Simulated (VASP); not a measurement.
# C (R-3m) in VASP: notebook, part 2 of 2

VASP 6.6.1.

## (4) Single point, PBEsol (strained cell)

File INCAR:

```
SYSTEM = C
PREC     = Accurate       ! precision mode
ENCUT    = 600            ! plane-wave cutoff, eV
EDIFF    = 1E-6           ! SCF threshold, eV
ISMEAR   = 0              ! smearing method
SIGMA    = 0.02           ! smearing width, eV
LREAL    = .False.        ! projectors in reciprocal space
LASPH    = .True.         ! aspherical terms in the spheres
NELM     = 120            ! most SCF steps
ALGO     = Normal         ! electronic algorithm
ISIF     = 2              ! what is computed and relaxed
LWAVE    = .False.        ! write WAVECAR
LCHARG   = .False.        ! write CHGCAR
GGA      = PS             ! functional
NBANDS   = 11             ! bands
GGA_COMPAT= .False.
```

File KPOINTS:

```
Automatic mesh
0
Gamma
  9 9 9
  0 0 0
```

File POSCAR:

```
C
1.0
    0.0249261371      1.7999061514      1.7999061514
    1.7999061514      0.0249261371      1.7999061514
    1.7999061514      1.7999061514      0.0249261371
C
2
Direct
    0.0000947630      0.0000947630      0.0000947630
    0.2499052370      0.2499052370      0.2499052370
```

On the command line:

```
cat potpaw_PBE.64/C/POTCAR > POTCAR
mpirun -np 1 vasp_std > vasp.out
```

Run time: 18 s. Hardware: 1 thread of Intel Xeon 8259CL, shared host; peak memory 0.12 GiB.

Results (log left out):

```yaml
Free_energy: -19.2391 eV
Pressure: -7.1 GPa
Largest_force: 0.010 eV/Å
Band_gap_on_the_k_mesh: 3.99 eV (least direct gap 5.07 eV)
```

Forces on the atoms (eV/Å):
```
C    0.006  0.006  0.006
C   -0.006 -0.006 -0.006
```

Stress tensor (GPa, compression positive):
```
-7.06 -7.64 -7.64
-7.64 -7.06 -7.64
-7.64 -7.64 -7.06
```

Levels at points of the mesh, in eV from the valence-band top:
```csv
k point,band 1,band 2,band 3,band 4,band 5,band 6,band 7,band 8
"(0.00, 0.00, 0.00)",-21.45,-0.06,0.00,0.00,5.07,5.71,5.71,13.24
```

Caveat: the cell differs from its parent crystal (strained cell); the cell stands under tension; the PAW data sets were made with another functional, which shifts forces and pressure a little; an odd mesh through Γ misses points on the zone boundary, where band edges can lie.

## (5) Single point, PBEsol (strained cell)

File INCAR:

```
SYSTEM = C
ALGO     = Normal         ! electronic algorithm
EDIFF    = 1E-6           ! SCF threshold, eV
ENCUT    = 600            ! plane-wave cutoff, eV
GGA      = PS             ! functional
GGA_COMPAT= .False.      
ISIF     = 2              ! what is computed and relaxed
ISMEAR   = 0              ! smearing method
LASPH    = .True.         ! aspherical terms in the spheres
LCHARG   = .True.         ! write CHGCAR
LELF     = .True.         ! ELF
LREAL    = .False.        ! projectors in reciprocal space
LVHAR    = .True.       
LWAVE    = .False.        ! write WAVECAR
NBANDS   = 11             ! bands
NELM     = 120            ! most SCF steps
PREC     = Accurate       ! precision mode
SIGMA    = 0.02           ! smearing width, eV
```

File KPOINTS:

```
k-points
0
Gamma
  9 9 9
  0 0 0
```

File POSCAR:

```
C
1.0
    0.0248454107      1.7999465147      1.7999465147
    1.7999465147      0.0248454107      1.7999465147
    1.7999465147      1.7999465147      0.0248454107
C
2
Direct
    0.0000947630      0.0000947630      0.0000947630
    0.2499052370      0.2499052370      0.2499052370
```

On the command line:

```
cat potpaw_PBE.64/C/POTCAR > POTCAR
mpirun -np 1 vasp_std > vasp.out
```

Wall time 19 s (1 thread of Intel Xeon 8259CL, shared host); peak memory 0.12 GiB.

The run converged. Its results:

```yaml
Free_energy: -19.2391 eV
Pressure: -7.1 GPa
Largest_force: 0.009 eV/Å
Band_gap_on_the_k_mesh: 3.99 eV (least direct gap 5.08 eV)
```

Forces on the atoms (eV/Å):
```
C    0.005  0.005  0.005
C   -0.005 -0.005 -0.005
```

Stress tensor (GPa, compression positive):
```
-7.12 -7.61 -7.61
-7.61 -7.12 -7.61
-7.61 -7.61 -7.12
```

Levels at points of the mesh, in eV from the valence-band top:
| k point | band 2 | band 3 | band 4 | band 5 | band 6 | band 7 |
| --- | --- | --- | --- | --- | --- | --- |
| (0.00, 0.00, 0.00) | -0.06 | 0.00 | 0.00 | 5.08 | 5.71 | 5.71 |

Caveat: the cell differs from its parent crystal (strained cell); the cell stands under tension; the PAW data sets were made with another functional, which shifts forces and pressure a little; an odd mesh through Γ misses points on the zone boundary, where band edges can lie.

## (6) Single point, PBEsol

This run uses another cell than the first one, of 5.71 Å³/atom.

File INCAR:

```
PREC     = Accurate       # precision mode
ENCUT    = 600            # plane-wave cutoff, eV
EDIFF    = 1E-6           # SCF threshold, eV
ISMEAR   = 0              # smearing method
SIGMA    = 0.01           # smearing width, eV
LREAL    = False          # projectors in reciprocal space
LASPH    = True           # aspherical terms in the spheres
NELM     = 120            # most SCF steps
ALGO     = Normal         # electronic algorithm
ISIF     = 2              # what is computed and relaxed
LWAVE    = False          # write WAVECAR
LCHARG   = True           # write CHGCAR
GGA      = PS             # functional
LELF     = True           # ELF
LVHAR    = True         
NBANDS   = 11             # bands
GGA_COMPAT= False
```

File KPOINTS:

```
Automatic mesh
0
Gamma
  9 9 9
```

POSCAR is that of step 5.

Potentials or basis: VASP PAW PBE potentials, release 64 (C).

On the command line:

```
cat potpaw_PBE.64/C/POTCAR > POTCAR
mpirun -np 1 vasp_std > vasp.out
```

OUTCAR:

```text
PREC = Accurate
   ENCUT = 600
   EDIFF = 1E-6
   ISMEAR = 0
   LREAL = False
   LASPH = True
   NELM = 120
   ISIF = 2
   GGA = PS

 ion  position               nearest neighbor table
   1  0.000  0.000  0.000-   2 1.54   2 1.54   2 1.54   2 1.57
   2  0.250  0.250  0.250-   1 1.54   1 1.54   1 1.54   1 1.57

  LATTYP: Found a trigonal (rhomboedric) cell.
 ALAT       =     2.5456300214
 COS(alpha) =     0.5137544722

  Lattice vectors:

[... 522 lines left out ...]

 [... further k-points ...]

------------------------ aborting loop because EDIFF is reached ----------------------------------------

  FORCE on cell =-STRESS in cart. coord.  units (eV):
  Direction    XX          YY          ZZ          XY          YZ          ZX
  --------------------------------------------------------------------------------------
  -------------------------------------------------------------------------------------
  Total       -0.5076784     -0.5076784     -0.5076784     -0.5423543     -0.5423543     -0.5423543
  in kB      -71.2158125    -71.2158125    -71.2158125    -76.0800567    -76.0800567    -76.0800567
  external PRESSURE =     -71.2158125 kB  Pullay stress =       0.0000000 kB

 VOLUME and BASIS-vectors are now :
 -----------------------------------------------------------------------------
  energy-cutoff  :      600.00
  volume of cell :       11.42
      direct lattice vectors                 reciprocal lattice vectors
     0.024845411  1.799946515  1.799946515    -0.283604804  0.279743389  0.279743389
     1.799946515  0.024845411  1.799946515     0.279743389 -0.283604804  0.279743389
     1.799946515  1.799946515  0.024845411     0.279743389  0.279743389 -0.283604804

 POSITION                                       TOTAL-FORCE (eV/Angst)
 -----------------------------------------------------------------------------------
      0.00034      0.00034      0.00034         0.005477      0.005477      0.005477
      0.90584      0.90584      0.90584        -0.005477     -0.005477     -0.005477
 -----------------------------------------------------------------------------------
    total drift:                               -0.000000     -0.000000     -0.000000

  FREE ENERGIE OF THE ION-ELECTRON SYSTEM (eV)
  ---------------------------------------------------
  free  energy   TOTEN  =       -19.2391221456 eV

  energy  without entropy=      -19.2391221456  energy(sigma->0) =      -19.23912215
```

Wall time 16 s (1 thread of Intel Xeon 8259CL, shared host); peak memory 0.12 GiB.

What came out:

- Free energy: -19.2391 eV
- Pressure: -7.1 GPa
- Largest force: 0.009 eV/Å
- Band gap on the k mesh: 3.99 eV (least direct gap 5.08 eV)

Forces in eV/Å, atoms in the order of the input:
```
C    0.005  0.005  0.005
C   -0.005 -0.005 -0.005
```

Stress tensor (GPa, compression positive):
```
-7.12 -7.61 -7.61
-7.61 -7.12 -7.61
-7.61 -7.61 -7.12
```

Levels at points of the mesh, in eV from the valence-band top:
| k point | band 2 | band 3 | band 4 | band 5 | band 6 | band 7 |
| --- | --- | --- | --- | --- | --- | --- |
| (0.00, 0.00, 0.00) | -0.06 | 0.00 | 0.00 | 5.08 | 5.71 | 5.71 |

Caveat: the cell stands under tension; the PAW data sets were made with another functional, which shifts forces and pressure a little; an odd mesh through Γ misses points on the zone boundary, where band edges can lie.

## (7) Overview

| cell | smearing | gap on the mesh (eV) | pressure (GPa) | largest force (eV/Å) |
| --- | --- | --- | --- | --- |
| a = 2.542 Å, angles 58.9°, 2 atoms | gaussian 0.02 eV | 4.00 | -3.5 | 0.01 |
| a = 2.546 Å, angles 59.1°, 2 atoms | gaussian 0.02 eV | 3.99 | -7.1 | 0.01 |
| a = 2.546 Å, angles 59.1°, 2 atoms | gaussian 0.01 eV | 3.99 | -7.1 | 0.01 |

Alike in all rows: task single point; level PBEsol; potentials or basis VASP PAW PBE potentials, release 64 (C); no spin polarisation; k mesh 9 × 9 × 9; cutoff (eV) 600.

Caveats: the cell stands under tension; the PAW data sets were made with another functional, which shifts forces and pressure a little; an odd mesh through Γ misses points on the zone boundary, where band edges can lie.

Absolute energies hang on the potentials; compare differences alone.
